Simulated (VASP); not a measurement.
A run of VASP 6.6.1 is set up as follows.

The input INCAR:

```
SYSTEM = SrO
PREC     = Accurate       ! precision mode
ENCUT    = 520            ! plane-wave cutoff, eV
EDIFF    = 1E-8           ! SCF threshold, eV
ISMEAR   = -1             ! smearing method
SIGMA    = 0.03           ! smearing width, eV
LREAL    = .False.        ! projectors in reciprocal space
LASPH    = .True.         ! aspherical terms in the spheres
NELM     = 60             ! most SCF steps
ALGO     = Normal         ! electronic algorithm
ISIF     = 2              ! what is computed and relaxed
LWAVE    = .False.        ! write WAVECAR
LCHARG   = .False.        ! write CHGCAR
GGA      = PS             ! functional
LEFG     = .True.       
NBANDS   = 15             ! bands
```

File KPOINTS:

```
regular mesh
0
Gamma
  8 8 8
  0 0 0
```

File POSCAR:

```
SrO
1.0
    0.0000000000      2.5173403822      2.5173403822
    2.5173403822      0.0000000000      2.5173403822
    2.5173403822      2.5173403822      0.0000000000
Sr O
1 1
Direct
    0.0000000000      0.0000000000      0.0000000000
    0.5000000000      0.5000000000      0.5000000000
```

Potentials or basis: VASP PAW PBE potentials, release 64 (Sr_sv, O).

Command:

```sh
$ cat potpaw_PBE.64/Sr_sv/POTCAR potpaw_PBE.64/O/POTCAR > POTCAR
$ mpirun -np 1 vasp_std > vasp.out
```

Estimate the pressure.

6.3 GPa.

Predict the band gap on the k mesh.

3.10 eV, indirect (least direct gap 3.14 eV).

Caveat: without QUAD_EFG the Cq values of the log hold for a quadrupole moment of 1 mb, not for the nuclei; the PAW data sets were made with another functional, which shifts forces and pressure a little. A k mesh can miss the band edges.
